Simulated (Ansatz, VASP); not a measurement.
Ti: VASP beside Ansatz

File INCAR:

```
  PREC = Accurate
  ENCUT = 520
  EDIFF = 1E-6
  ISMEAR = 0
  SIGMA = 0.15
  LREAL = False
  LASPH = True
  NELM = 80
  ALGO = Fast
  ISIF = 2
  LWAVE = False
  LCHARG = False
  GGA = PE
  NBANDS = 19
```

KPOINTS

```
regular mesh
0
Gamma
  12 12 8
```

File POSCAR:

```
Ti
1.0
    2.9609664392      0.0577802430      0.0560280207
   -1.4304440614      2.5302659589      0.0543647344
    0.0886743364      0.1505487677      4.6282873372
Ti
2
Direct
    0.3395597582      0.6684567860      0.2534676909
    0.6604402418      0.3315432140      0.7465323091
```

Input for Ansatz:

```yaml
crystal:
  lattice:
    - [2.9609664392, 0.057780243, 0.0560280207]
    - [-1.4304440614, 2.5302659589, 0.0543647344]
    - [0.0886743364, 0.1505487677, 4.6282873372]
  atoms:
    - { symbol: Ti, position: [0.3395597582, 0.668456786, 0.2534676909] }
    - { symbol: Ti, position: [0.6604402418, 0.331543214, 0.7465323091] }
basis:
  ecutwfc: 420
kpoints:
  mp_grid: { grid: [12, 12, 8] }
hamiltonian:
  xc: pbe
scf:
  occupations: { method: gaussian, width: 0.15 }
output:
  forces: true
  stress: true
  eigenvalues: true
```

Change from the starting cell: all atoms moved at random, sigma 0.02 Å a component, cell strained at random, sigma 0.03.

Alike in both runs: task single point; functional PBE; k mesh 12 × 12 × 8; occupations gaussian, width 0.15 eV; no spin polarisation.

|  | VASP | Ansatz |
| --- | --- | --- |
| version | VASP 6.6.1 | Ansatz 0.2.0 |
| potentials or method | VASP PAW PBE potentials, release 64 (Ti_sv), cutoff 520 eV | scalar-relativistic, plane waves, PAW |
| valence electrons in the cell | 24 | 24 |

Ansatz gave:

- gap on the k mesh at the Fermi level (eV): none
- pressure (GPa): -0.6
- traceless stress, the component that is largest in VASP (GPa): -2.36
- rms of the force components (eV/Å): 0.090

Which values does VASP return?

gap on the k mesh at the Fermi level (eV): none; pressure (GPa): -1.1; traceless stress, the component that is largest in VASP (GPa): -2.35; rms of the force components (eV/Å): 0.089.

Atom by atom the forces differ by 0.001 eV/Å (rms over components). A gap of «none» marks a metal or a gap that the smearing closes.
